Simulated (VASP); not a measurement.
TiB2: single point with PBE

TiB2:

```
Ti B
1.0
     3.02920    0.00000    0.00000
    -1.51460    2.62336    0.00000
     0.00000    0.00000    3.13155
Ti B
1 2
Direct
  0.00000 0.00000 0.00000
  0.33333 0.66667 0.50000
  0.66667 0.33333 0.50000
```

This cell differs from its parent crystal: zz strain of -3 %.

| Item | Value |
| --- | --- |
| Program | VASP 6.6.1 |
| Task | single point |
| Functional | PBE |
| Potentials or basis | VASP PAW PBE potentials, release 64 (Ti_sv, B) |
| Cutoff | 520 eV |
| k mesh | 15 × 15 × 13 |
| Occupations | fermi-dirac, width 0.08 eV |
| Spin | no spin polarisation |
| Dipole correction | no |
| Further INCAR settings | ALGO = Normal; EDIFF = 1e-06; NBANDS = 16 |

```
Pressure               : 7.7 GPa
Band gap on the k mesh : zero (band 9 reaches 10.82 eV, above the bottom of band 10 at 9.98 eV)
```

Stress tensor (GPa, compression positive):
```
 4.33  0.00  0.00
 0.00  4.33  0.00
 0.00  0.00 14.49
```

Levels at points of the mesh, in eV from the Fermi level:
```tsv
k point	band 6	band 7	band 8	band 9	band 10	band 11	band 12	band 13
(0.00, 0.00, 0.00)	-2.88	-2.88	-2.12	-1.98	2.00	2.00	3.99	3.99
```

Run time: 2.2 min on 1 thread of AMD EPYC 7R13 (shared host), peak memory 0.17 GiB.

Caveat: the cell differs from its parent crystal (zz strain of -3 %).
